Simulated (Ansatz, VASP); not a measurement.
**PbSe in VASP and in Ansatz**

The input POSCAR:

```
PbSe
1.0
    3.7843220000      0.0000000000      0.0000000000
    0.0000000000      3.7843220000      0.0000000000
    0.0000000000      0.0000000000      3.7843220000
Pb Se
1 1
Direct
    0.0000000000      0.0000000000      0.0000000000
    0.5000000000      0.5000000000      0.5000000000
```

File INCAR.step1:

```
SYSTEM = PbSe
PREC = Accurate
ENCUT = 520
EDIFF = 1E-5
ISMEAR = -1
SIGMA = 0.05
LREAL = .False.
LASPH = .True.
NELM = 100
ALGO = Normal
ISIF = 2
LWAVE = .True.
LCHARG = .False.
NBANDS = 17
GGA = PE
```

Contents of INCAR.step2:

```
SYSTEM = PbSe
PREC = Accurate
ENCUT = 520
EDIFF = 1E-6
ISMEAR = -1
SIGMA = 0.05
LREAL = .False.
LASPH = .True.
NELM = 100
ALGO = Normal
ISIF = 2
LWAVE = .False.
LCHARG = .False.
GGA = PE
LHFCALC = .True.
HFSCREEN = 0.2079
PRECFOCK = Normal
NBANDS = 17
ISTART = 1
```

Contents of KPOINTS:

```
Automatic mesh
0
Gamma
  4 4 4
  0 0 0
```

File input:

```
crystal:
  lattice:
    - [3.784322, 0.0, 0.0]
    - [0.0, 3.784322, 0.0]
    - [0.0, 0.0, 3.784322]
  atoms:
    - { symbol: Pb, position: [0.0, 0.0, 0.0] }
    - { symbol: Se, position: [0.5, 0.5, 0.5] }
hamiltonian:
  xc: hse06
  pseudopotentials: { kind: paw }
kpoints:
  mp_grid: { grid: [4, 4, 4] }
scf:
  occupations: { method: fermi_dirac, width: 0.05 }
output:
  forces: true
  stress: true
  eigenvalues: true
```

Alike in both runs: task single point; functional HSE06; k mesh 4 × 4 × 4; occupations fermi-dirac, width 0.05 eV; no spin polarisation.

|  | VASP | Ansatz |
| --- | --- | --- |
| version | VASP 6.6.1 | Ansatz 0.2.0 |
| potentials or method | VASP PAW PBE potentials, release 64 (Pb_d, Se) | Ansatz PAW |
| plane-wave cutoff (eV) | 520 | 420 |
| valence electrons in the cell | 20 | 30 |

```tsv
	VASP	Ansatz	Ansatz less VASP
gap on the k mesh at the Fermi level (eV)	none	none	-
pressure (GPa)	-1.1	-1.0	+0.10
```

A gap of «none» marks a metal or a gap that the smearing closes. VASP's potentials hold 20 valence electrons a cell and Ansatz's 30, so a difference there can come from the potentials and not from the codes.

The k mesh is coarse, so the values compare programs but aren't converged. Spin-orbit coupling is off throughout.
